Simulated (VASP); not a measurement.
# Al in VASP: single point with PBE

Aim: the single point of Al with PBE.

All numbers are computed with VASP 6.6.1; they aren't measurements. Logs are shortened: lines on timing, memory, paths and dates and some standing lists are left out, and cuts for length are marked.

### 1 The cell of the first run

The cell holds a slab with vacuum, 5 atoms: a = 2.857 Å, b = 2.857 Å, c = 23.330 Å, α = 90.00°, β = 90.00°, γ = 120.00°.

### 2 Single point, PBE

Input file INCAR:

```
SYSTEM = Al
ALGO = Normal
EDIFF = 1E-6
ENCUT = 500
GGA = PE
GGA_COMPAT = .False.
ISIF = 2
ISMEAR = -1
LASPH = .True.
LCHARG = .True.
LELF = .True.
LREAL = .False.
LVHAR = .True.
LWAVE = .False.
NBANDS = 16
NELM = 120
PREC = Accurate
SIGMA = 0.1
```

Input file KPOINTS:

```
k-points
0
Gamma
  4 4 1
  0 0 0
```

Input file POSCAR:

```
Al
1.0
    2.8567110000      0.0000000000      0.0000000000
   -1.4283560000      2.4739850000      0.0000000000
    0.0000000000      0.0000000000     23.3299800000
Al
5
Direct
    0.0000000000      0.0000000000      0.3000430000
    0.3333330000      0.6666670000      0.4000220000
    0.6666670000      0.3333330000      0.5000000000
    0.0000000000      0.0000000000      0.5999780000
    0.3333330000      0.6666670000      0.6999570000
```

Potentials or basis: VASP PAW PBE potentials, release 64 (Al).

The run is started by

```bash
cat potpaw_PBE.64/Al/POTCAR > POTCAR
mpirun -np 1 vasp_std > vasp.out
```

OUTCAR:

```text
SYSTEM = Al
   EDIFF = 1E-6
   ENCUT = 500
   GGA = PE
   ISIF = 2
   ISMEAR = -1
   LASPH = .True.
   LREAL = .False.
   NELM = 120
   PREC = Accurate

 ion  position               nearest neighbor table
   1  0.000  0.000  0.300-   2 2.86   2 2.86   2 2.86
   2  0.333  0.667  0.400-   3 2.86   3 2.86   3 2.86   1 2.86   1 2.86   1 2.86
   3  0.667  0.333  0.500-   2 2.86   4 2.86   2 2.86   4 2.86   4 2.86   2 2.86
   4  0.000  0.000  0.600-   3 2.86   3 2.86   3 2.86   5 2.86   5 2.86   5 2.86
   5  0.333  0.667  0.700-   4 2.86   4 2.86   4 2.86

  LATTYP: Found a hexagonal cell.
 ALAT       =     2.8567110000
 C/A-ratio  =     8.1667274008

  Lattice vectors:

 A1 = (   2.8567110000,   0.0000000000,   0.0000000000)
 A2 = (  -1.4283560000,   2.4739850000,   0.0000000000)
 A3 = (   0.0000000000,   0.0000000000,  23.3299800000)

Analysis of symmetry for initial positions (statically):
=====================================================================
 Subroutine PRICEL returns:
 Original cell was already a primitive cell.

 Routine SETGRP: Setting up the symmetry group for a
 hexagonal supercell.

 Subroutine GETGRP returns: Found 12 space group operations
 (whereof  6 operations were pure point group operations)
 out of a pool of 24 trial point group operations.

The static configuration has the point symmetry C_3v.
 The point group associated with its full space group is D_3d.

Analysis of symmetry for dynamics (positions and initial velocities):
=====================================================================
 Subroutine PRICEL returns:
 Original cell was already a primitive cell.

 Routine SETGRP: Setting up the symmetry group for a
 hexagonal supercell.

 Subroutine GETGRP returns: Found 12 space group operations
 (whereof  6 operations were pure point group operations)
 out of a pool of 24 trial point group operations.

The dynamic configuration has the point symmetry C_3v.
 The point group associated with its full space group is D_3d.

 Subroutine INISYM returns: Found 12 space group operations
 (whereof  6 operations are pure point group operations),
 and found     1 'primitive' translations

----------------------------------------------------------------------------------------

                                     Primitive cell

  volume of cell :     164.8837

  direct lattice vectors                    reciprocal lattice vectors
     2.856711000  0.000000000  0.000000000     0.350052910  0.202103155  0.000000000
    -1.428356000  2.473985000  0.000000000     0.000000000  0.404206169  0.000000000
[... 76 lines left out ...]
   ISIF   =      2    stress and relaxation
   ISYM   =      2    0-nonsym 1-usesym 2-fastsym
   POTIM  = 0.5000    time-step for ionic-motion
   TEBEG  =    0.0;   TEEND  =   0.0 temperature during run
   PSTRESS=    0.0 pullay stress
   NELECT =      15.0000    total number of electrons
   NUPDOWN=      -1.0000    fix difference up-down
   EMIN   =  10.00;   EMAX   =-10.00  energy-range for DOS
   EFERMI =   0.00;   METHOD = LEGACY
   ISMEAR =    -1;   SIGMA  =   0.10  broadening in eV -4-tet -1-fermi 0-gaus
   EFERMI_NEDOS =   21; number of points for ismear=-14 and -15
   IALGO  =     38    algorithm
   IMIX   =      4    mixing-type and parameters
     AMIX     =   0.40;   BMIX     =  1.00
     AMIX_MAG =   1.60;   BMIX_MAG =  1.00
  volume/ion in A,a.u.               =      32.98       222.54
  Fermi-wavevector in a.u.,A,eV,Ry     =   0.736285  1.391377  7.375932  0.542116
  Thomas-Fermi vector in A             =   1.829687
   LORBIT       =      0    0 simple, 1 ext, 2 COOP (PROOUT), +10 PAW based schemes
   GGA     = PE    functional components
   LHFCALC =     F    Hartree Fock is set to
   AEXX    =    0.0000 exact exchange contribution
   IVDW    =     0    specifies the selected vdW correction
   LEPSILON=     F    determine dielectric tensor
   LRPA    =     F    only Hartree local field effects (RPA)
 non-spin polarized calculation
  energy-cutoff  :      500.00
  volume of cell :      164.88
 maximum number of plane-waves:      4208
 NGX is ok and might be reduce to    24
   NGX = 11   NGY = 11   NGZ = 85

 number of electron      15.0000000 magnetization

 Free energy of the ion-electron system (eV)
  ---------------------------------------------------
  ext. energy  EPLUGINS =         0.00000000
  ---------------------------------------------------
  free energy    TOTEN  =       -17.27403757 eV

  energy without entropy =      -17.10988856  energy(sigma->0) =      -17.19196306

 E-fermi :   2.2108     XC(G=0):  -5.9023

 val. band max:        2.0000501795   @ k =   0.2500   0.2500   0.0000
 cond. band min:       2.2682384058   @ k =   0.2500   0.2500   0.0000
 fundamental gap:      0.2681882263
 Fermi energy:         2.2107774554

 k-point     1 :       0.0000    0.0000    0.0000
  band No.  band energies     occupation
      1      -8.6902      2.00000
      2      -8.0681      2.00000
      3      -7.0230      2.00000
      4      -5.4329      2.00000
      5      -3.5400      2.00000
      6      -1.5137      2.00000
[... 53 lines left out ...]
      3      -2.6178      2.00000
      4      -1.0861      2.00000
      5       0.6258      2.00000
      6       1.4133      1.99931
[... 8 lines left out ...]
     15       5.4070      0.00000
     16       6.5910      0.00000

------------------------ aborting loop because EDIFF is reached ----------------------------------------

  FORCE on cell =-STRESS in cart. coord.  units (eV):
  Direction    XX          YY          ZZ          XY          YZ          ZX
  --------------------------------------------------------------------------------------
  -------------------------------------------------------------------------------------
  Total        0.5872207      0.5872210     -2.5453713     -0.0000001      0.0000000      0.0000000
  in kB        5.7060318      5.7060350    -24.7334095     -0.0000012      0.0000000      0.0000000
  external PRESSURE =      -4.4404476 kB  Pullay stress =       0.0000000 kB

 VOLUME and BASIS-vectors are now :
 -----------------------------------------------------------------------------
  energy-cutoff  :      500.00
  volume of cell :      164.88
      direct lattice vectors                 reciprocal lattice vectors
     2.856711000  0.000000000  0.000000000     0.350052910  0.202103155  0.000000000
    -1.428356000  2.473985000  0.000000000     0.000000000  0.404206169  0.000000000
     0.000000000  0.000000000 23.329980000     0.000000000  0.000000000  0.042863303

 POSITION                                       TOTAL-FORCE (eV/Angst)
 -----------------------------------------------------------------------------------
      0.00000      0.00000      7.00000        -0.000000      0.000000      0.114956
     -0.00000      1.64932      9.33251         0.000000     -0.000000      0.314747
      1.42836      0.82466     11.66499        -0.000000     -0.000000     -0.000000
      0.00000      0.00000     13.99747        -0.000000      0.000000     -0.314747
     -0.00000      1.64932     16.32998         0.000000     -0.000000     -0.114956
 -----------------------------------------------------------------------------------
    total drift:                               -0.000034      0.000020      0.000021

  FREE ENERGIE OF THE ION-ELECTRON SYSTEM (eV)
  ---------------------------------------------------
  free  energy   TOTEN  =       -17.2740375678 eV

  energy  without entropy=      -17.1098885600  energy(sigma->0) =      -17.19196306
```

stdout:

```text
POSCAR found type information on POSCAR Al
 POSCAR found :  1 types and       5 ions
 scaLAPACK will be used
 LDA part: xc-table for (Slater+PW92), standard interpolation
 POSCAR, INCAR and KPOINTS ok, starting setup
 FFT: planning ... GRIDC
 FFT: planning ... GRID_SOFT
 FFT: planning ... GRID
 WAVECAR not read
 entering main loop
```

Run time: 21 s. Hardware: 1 thread of Intel Xeon 6975P-C (Granite Rapids), shared host; peak memory 0.27 GiB.

What came out:

| Quantity | Value |
| --- | --- |
| Free energy | -17.2740 eV |
| Largest force | 0.315 eV/Å |

Forces in eV/Å, atoms in the order of the input:
```
Al   0.000  0.000  0.115
Al   0.000  0.000  0.315
Al   0.000  0.000  0.000
Al   0.000  0.000 -0.315
Al   0.000  0.000 -0.115
```

Levels at points of the mesh, in eV from the Fermi level:
```tsv
k point	band 4	band 5	band 6	band 7	band 8	band 9	band 10	band 11
(0.00, 0.00, 0.00)	-7.64	-5.75	-3.72	-1.30	1.05	2.76	3.84	4.05
(0.50, 0.00, 0.00)	-4.40	-3.55	-3.28	-1.97	-1.50	0.07	0.18	1.81
```

Caveat: the k points lie up to 0.63 Å⁻¹ apart.
